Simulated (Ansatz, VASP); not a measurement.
This is a calculation of CuO for VASP 6.6.1.

The input INCAR:

```
  ALGO = Normal
  EDIFF = 1E-6
  ENCUT = 520
  GGA = PS
  ISIF = 2
  ISMEAR = -1
  LASPH = True
  LCHARG = False
  LREAL = False
  LWAVE = False
  NBANDS = 25
  NELM = 60
  PREC = Accurate
  SIGMA = 0.05
```

File KPOINTS:

```
k-points
0
Gamma
  10 10 5
```

File POSCAR:

```
CuO
1.0
    2.3877802882     -1.7448634230      0.0000000000
    2.3877802882      1.7448634230      0.0000000000
   -0.8666988638      0.0000000000      5.1570684890
Cu O
2 2
Direct
    0.5000000000      0.0000000000      0.5000000000
    0.0000000000      0.5000000000      0.0000000000
    0.4184000000      0.5816000000      0.7500000000
    0.5816000000      0.4184000000      0.2500000000
```

Potentials or basis: VASP PAW PBE potentials, release 64 (Cu, O).

The run is started by

```sh
$ cat potpaw_PBE.64/Cu/POTCAR potpaw_PBE.64/O/POTCAR > POTCAR
$ mpirun -np 1 vasp_std > vasp.out
```

Question: Set up the same calculation for Ansatz 0.2.0. Potentials there: all-electron LAPW, scalar-relativistic.

Answer: As run (the cutoff follows the program's own potentials):

Contents of input.yaml:

```yaml
crystal:
  lattice:
    - [2.3877802882, -1.744863423, 0.0]
    - [2.3877802882, 1.744863423, 0.0]
    - [-0.8666988638, 0.0, 5.157068489]
  atoms:
    - { symbol: Cu, position: [0.5, 0.0, 0.5] }
    - { symbol: Cu, position: [0.0, 0.5, 0.0] }
    - { symbol: O, position: [0.4184, 0.5816, 0.75] }
    - { symbol: O, position: [0.5816, 0.4184, 0.25] }
kpoints:
  mp_grid: { grid: [10, 10, 5] }
scf:
  occupations: { method: fermi_dirac, width: 0.05 }
hamiltonian:
  xc: pbesol
  pseudopotentials: { kind: all_electron, lapw: { basis_error: 0.002 } }
output:
  forces: true
  stress: true
  eigenvalues: true
```

Potentials or basis: all-electron LAPW, scalar-relativistic.

Launch:

```console
$ ansatz run input.yaml --threads 2 --pin off --max-ram 6144MiB --backend cpu --events-out ev --progress --plain --runs-dir out
```

Both were run:

|  | VASP | Ansatz | Ansatz less VASP |
| --- | --- | --- | --- |
| gap on the k mesh at the Fermi level (eV) | none | none | - |
| pressure (GPa) | -10.9 | -11.5 | -0.59 |
| traceless stress, the component that is largest in VASP (GPa) | 4.13 | 4.41 | +0.283 |
| rms of the force components (eV/Å) | 0.198 | 0.212 | +0.0137 |

VASP's potentials were made for PBE, not for PBEsol. Atom by atom the forces differ by 0.014 eV/Å (rms over components). A gap of «none» marks a metal or a gap that the smearing closes. Ansatz ran all-electron here, and VASP with PAW potentials.
